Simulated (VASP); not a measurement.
# SnS (Pnma) in VASP: notebook, part 2 of 2

VASP 6.6.1.

## (4) Relaxation of shape and atoms at fixed volume, PBE (24.87 Å³/atom)

This run uses another cell than the first one, of 24.87 Å³/atom.

The input, INCAR:

```
SYSTEM = SnS
PREC     = Accurate       ! precision mode
ENCUT    = 500            ! plane-wave cutoff, eV
EDIFF    = 1E-7           ! SCF threshold, eV
ISMEAR   = 0              ! smearing method
SIGMA    = 0.02           ! smearing width, eV
LREAL    = .FALSE.        ! projectors in reciprocal space
LASPH    = .TRUE.         ! aspherical terms in the spheres
NELM     = 120            ! most SCF steps
ALGO     = Normal         ! electronic algorithm
ISIF     = 4              ! what is computed and relaxed
LWAVE    = .FALSE.        ! write WAVECAR
LCHARG   = .FALSE.        ! write CHGCAR
GGA      = PE             ! functional
IBRION   = 2              ! ionic algorithm
NSW      = 50             ! ionic steps
EDIFFG   = -0.01          ! ionic threshold
GGA_COMPAT= .FALSE.      
NELMIN   = 4            
KPAR     = 4
```

The input, KPOINTS:

```
regular mesh
0
G
  4 8 6
  0 0 0
```

The input, POSCAR:

```
SnS
1.0
   11.3298835736      0.0000000000      0.0000000000
    0.0000000000      3.9826424384      0.0000000000
    0.0000000000      0.0000000000      4.4092075354
Sn S
4 4
Direct
    0.1215422482      0.2500000000      0.1300059313
    0.3784577518      0.7500000000      0.6300059313
    0.6215422482      0.2500000000      0.3699940687
    0.8784577518      0.7500000000      0.8699940687
    0.8498958712      0.2500000000      0.4774433427
    0.6501041288      0.7500000000      0.9774433427
    0.3498958712      0.2500000000      0.0225566573
    0.1501041288      0.7500000000      0.5225566573
```

Command:

```bash
$ cat potpaw_PBE.64/Sn_d/POTCAR potpaw_PBE.64/S/POTCAR > POTCAR
$ mpirun -np 4 vasp_std > vasp.out
```

Wall time 7.6 min (4 MPI ranks of Intel Xeon Platinum 8488C (Sapphire Rapids), shared host); peak memory 0.54 GiB.

It converged, with:

* Free energy: -35.4481 eV
* Energy gained by relaxing: 2.2 meV/atom
* Ionic steps: 8
* Pressure after relaxing: 0.7 GPa
* Largest force after relaxing: 0.008 eV/Å
* Band gap on the k mesh: 0.99 eV (least direct gap 1.28 eV)

Forces in eV/Å, atoms in the order of the input:
```
Sn   0.006  0.000 -0.006
Sn  -0.006  0.000 -0.006
Sn   0.006  0.000  0.006
Sn  -0.006  0.000  0.006
S    0.004  0.000  0.000
S   -0.004  0.000  0.000
S    0.004  0.000  0.000
S   -0.004  0.000  0.000
```

The path:
```csv
step,energy change (eV),largest force (eV/Å),pressure (GPa),volume (Å³)
1,0.0000,0.2138,1.63,198.96
2,-0.0103,0.1243,1.29,198.96
3,-0.0162,0.0174,0.76,198.96
4,-0.0162,0.0093,0.79,198.96
5,-0.0170,0.0165,0.76,198.96
6,-0.0173,0.0231,0.74,198.96
7,-0.0174,0.0246,0.74,198.96
8,-0.0176,0.0081,0.72,198.96
```

Final structure:
```
Sn S
1.0
    11.30437    0.00000    0.00000
     0.00000    4.01227    0.00000
     0.00000    0.00000    4.38653
Sn S
4 4
Direct
  0.11962 0.25000 0.12644
  0.38038 0.75000 0.62644
  0.61962 0.25000 0.37356
  0.88038 0.75000 0.87356
  0.85129 0.25000 0.47442
  0.64871 0.75000 0.97442
  0.35129 0.25000 0.02558
  0.14871 0.75000 0.52558
```

Levels at points of the mesh, in eV from the valence-band top:
| k point | band 38 | band 39 | band 40 | band 41 | band 42 | band 43 |
| --- | --- | --- | --- | --- | --- | --- |
| (0.00, 0.00, 0.00) | -1.06 | -0.68 | -0.46 | 1.09 | 3.07 | 3.09 |
| (0.50, 0.00, 0.00) | -1.95 | -0.53 | -0.53 | 2.74 | 2.74 | 2.83 |
| (0.00, 0.50, 0.00) | -0.86 | -0.83 | -0.83 | 1.38 | 1.38 | 1.65 |
| (0.50, 0.50, 0.00) | -0.96 | -0.96 | -0.96 | 1.70 | 1.70 | 1.70 |
| (0.00, 0.00, 0.50) | -0.81 | -0.03 | -0.03 | 1.58 | 1.58 | 2.03 |
| (0.50, 0.00, 0.50) | -0.61 | 0.00 | 0.00 | 1.55 | 1.55 | 2.04 |
| (0.00, 0.50, 0.50) | -2.25 | -1.28 | -1.28 | 2.87 | 2.87 | 3.09 |
| (0.50, 0.50, 0.50) | -1.51 | -1.51 | -1.51 | 2.77 | 2.77 | 2.77 |

Caveat: spin-orbit coupling is left out, which moves the levels of the heavy elements. A k mesh can miss the band edges.

## (5) Relaxation of shape and atoms at fixed volume, PBE (23.33 Å³/atom)

This run uses another cell than the first one, of 23.33 Å³/atom.

The input, INCAR:

```
SYSTEM = SnS
  PREC = Accurate
  ENCUT = 500
  EDIFF = 1E-7
  ISMEAR = 0
  SIGMA = 0.02
  LREAL = .FALSE.
  LASPH = .TRUE.
  NELM = 120
  ALGO = Normal
  ISIF = 4
  LWAVE = .FALSE.
  LCHARG = .FALSE.
  GGA = PE
  IBRION = 2
  NSW = 50
  EDIFFG = -0.01
  GGA_COMPAT = .FALSE.
  NELMIN = 4
  KPAR = 4
```

The input, KPOINTS:

```
Automatic mesh
0
G
  4 8 6
  0 0 0
```

The input, POSCAR:

```
SnS
1.0
   11.0806885454      0.0000000000      0.0000000000
    0.0000000000      3.9660938267      0.0000000000
    0.0000000000      0.0000000000      4.2471463967
Sn S
4 4
Direct
    0.1189481597      0.2500000000      0.1148417498
    0.3810518403      0.7500000000      0.6148417498
    0.6189481597      0.2500000000      0.3851582502
    0.8810518403      0.7500000000      0.8851582502
    0.8525185723      0.2500000000      0.4754835344
    0.6474814277      0.7500000000      0.9754835344
    0.3525185723      0.2500000000      0.0245164656
    0.1474814277      0.7500000000      0.5245164656
```

Command:

```bash
$ cat potpaw_PBE.64/Sn_d/POTCAR potpaw_PBE.64/S/POTCAR > POTCAR
$ mpirun -np 4 vasp_std > vasp.out
```

Run time: 11 min. Hardware: 4 MPI ranks of Intel Xeon Platinum 8488C (Sapphire Rapids), shared host; peak memory 0.53 GiB.

Results (log left out):

```
Free energy                  : -35.3076 eV
Energy gained by relaxing    : 1.9 meV/atom
Ionic steps                  : 11
Pressure after relaxing      : 3.1 GPa
Largest force after relaxing : 0.010 eV/Å
Band gap on the k mesh       : 0.76 eV (least direct gap 1.11 eV)
```

Forces on the atoms (eV/Å):
```
Sn   0.004  0.000 -0.009
Sn  -0.004  0.000 -0.009
Sn   0.004  0.000  0.009
Sn  -0.004  0.000  0.009
S   -0.003  0.000  0.002
S    0.003  0.000  0.002
S   -0.003  0.000 -0.002
S    0.003  0.000 -0.002
```

The path:
| step | energy change (eV) | largest force (eV/Å) | pressure (GPa) | volume (Å³) |
| --- | --- | --- | --- | --- |
| 1 | 0.0000 | 0.2075 | 3.86 | 186.65 |
| 2 | -0.0096 | 0.1133 | 3.54 | 186.65 |
| 3 | -0.0139 | 0.0289 | 3.11 | 186.65 |
| 4 | -0.0139 | 0.0247 | 3.14 | 186.65 |
| 5 | -0.0147 | 0.0128 | 3.11 | 186.65 |
| 6 | -0.0148 | 0.0143 | 3.10 | 186.65 |
| 7 | -0.0151 | 0.0121 | 3.09 | 186.65 |
| 8 | -0.0152 | 0.0169 | 3.08 | 186.65 |
| 9 | -0.0152 | 0.0164 | 3.08 | 186.65 |
| 10 | -0.0153 | 0.0144 | 3.07 | 186.65 |
| 11 | -0.0155 | 0.0097 | 3.07 | 186.65 |

Final structure:
```cif
data_structure
_symmetry_space_group_name_H-M 'P 1'
_symmetry_Int_Tables_number 1
_cell_length_a 11.0825
_cell_length_b 3.9888
_cell_length_c 4.2222
_cell_angle_alpha 90.000
_cell_angle_beta 90.000
_cell_angle_gamma 90.000
_cell_volume 186.65
loop_
_atom_site_label
_atom_site_type_symbol
_atom_site_fract_x
_atom_site_fract_y
_atom_site_fract_z
_atom_site_occupancy
Sn1 Sn 0.11776 0.25000 0.10984 1
Sn2 Sn 0.38224 0.75000 0.60984 1
Sn3 Sn 0.61776 0.25000 0.39016 1
Sn4 Sn 0.88224 0.75000 0.89016 1
S1 S 0.85384 0.25000 0.47213 1
S2 S 0.64616 0.75000 0.97213 1
S3 S 0.35384 0.25000 0.02787 1
S4 S 0.14616 0.75000 0.52787 1
```

Levels at points of the mesh, in eV from the valence-band top:
```tsv
k point	band 38	band 39	band 40	band 41	band 42	band 43
(0.00, 0.00, 0.00)	-1.31	-0.84	-0.73	0.76	3.09	3.13
(0.50, 0.00, 0.00)	-2.26	-0.74	-0.74	2.67	2.67	2.86
(0.00, 0.50, 0.00)	-1.04	-0.76	-0.76	1.13	1.13	1.74
(0.50, 0.50, 0.00)	-0.99	-0.99	-0.99	1.60	1.60	1.60
(0.00, 0.00, 0.50)	-0.93	-0.08	-0.08	1.45	1.45	1.83
(0.50, 0.00, 0.50)	-0.71	0.00	0.00	1.32	1.32	1.85
(0.00, 0.50, 0.50)	-2.60	-1.60	-1.60	2.74	2.74	3.01
(0.50, 0.50, 0.50)	-1.79	-1.79	-1.79	2.57	2.57	2.57
```

Caveat: semilocal functionals underestimate gaps, and a narrow one can read as zero; spin-orbit coupling is left out, which moves the levels of the heavy elements.

## (6) Overview

```tsv
task	cell	k mesh	smearing	gap on the mesh (eV)	pressure (GPa)	largest force (eV/Å)
single point	a = 11.200, b = 3.987, c = 4.334 Å, 8 atoms, atomic positions A	2 × 4 × 4	gaussian 0.1 eV	0.98	2.3	0.13
relaxation of shape and atoms at fixed volume	relaxed from a = 11.188, b = 3.978, c = 4.332 Å, 8 atoms, atomic positions B	4 × 8 × 6	gaussian 0.02 eV	0.93	1.7	0.01
relaxation of shape and atoms at fixed volume	relaxed from a = 11.330, b = 3.983, c = 4.409 Å, 8 atoms, atomic positions C	4 × 8 × 6	gaussian 0.02 eV	0.99	0.7	0.01
relaxation of shape and atoms at fixed volume	relaxed from a = 11.081, b = 3.966, c = 4.247 Å, 8 atoms, atomic positions D	4 × 8 × 6	gaussian 0.02 eV	0.76	3.1	0.01
```

Alike in all rows: level PBE; potentials or basis VASP PAW PBE potentials, release 64 (Sn_d, S); no spin polarisation; cutoff (eV) 500.

Caveats: spin-orbit coupling is left out, which moves the levels of the heavy elements; semilocal functionals underestimate gaps, and a narrow one can read as zero (at least some runs).

Total energies depend on the potentials used, so only differences within one code and one set of settings carry meaning.
